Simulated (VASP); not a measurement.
Write the native input for VASP 6.6.1 that does the following.

```yaml
Task: single point
Functional: PBEsol
Potentials_or_basis: VASP PAW PBE potentials, release 64 (Cd, S)
Cutoff: 520 eV
k_mesh: 10 × 10 × 6
Occupations: fermi-dirac, width 0.08 eV
Spin: no spin polarisation
Dipole_correction: no
Further_INCAR_settings: ALGO = Normal; EDIFF = 1e-06; NBANDS = 26
```

The structure of CdS lies in POSCAR:

```
CdS
1.0
    4.1238575837      0.0000000000      0.0000000000
   -2.0619287918      3.5713654290      0.0000000000
    0.0000000000      0.0000000000      6.7096908727
Cd S
2 2
Direct
    0.3333333333      0.6666666667     -0.0007769969
    0.6666666667      0.3333333333      0.4992230031
    0.3333333333      0.6666666667      0.3757769969
    0.6666666667      0.3333333333      0.8757769969
```

One way to write it, as run:

INCAR

```
PREC = Accurate
ENCUT = 520
EDIFF = 1E-6
ISMEAR = -1
SIGMA = 0.08
LREAL = F
LASPH = T
NELM = 80
ALGO = Normal
ISIF = 2
LWAVE = F
LCHARG = T
GGA = PS
LELF = T
LVHAR = T
NBANDS = 26
```

KPOINTS

```
regular mesh
0
Gamma
  10 10 6
```

Potentials or basis: VASP PAW PBE potentials, release 64 (Cd, S).

Launch:

```console
$ cat potpaw_PBE.64/Cd/POTCAR potpaw_PBE.64/S/POTCAR > POTCAR
$ mpirun -np 1 vasp_std > vasp.out
```

It gave:

```
Pressure               : 0.4 GPa
Band gap on the k mesh : 1.10 eV
```

Caveat: the PAW data sets were made with another functional, which shifts forces and pressure a little.

Wall time 3.1 min on 1 thread of Intel(R) Xeon(R) Platinum 8375C CPU @ 2.90GHz (Ice Lake), with other jobs on the host, peak memory 0.29 GiB.
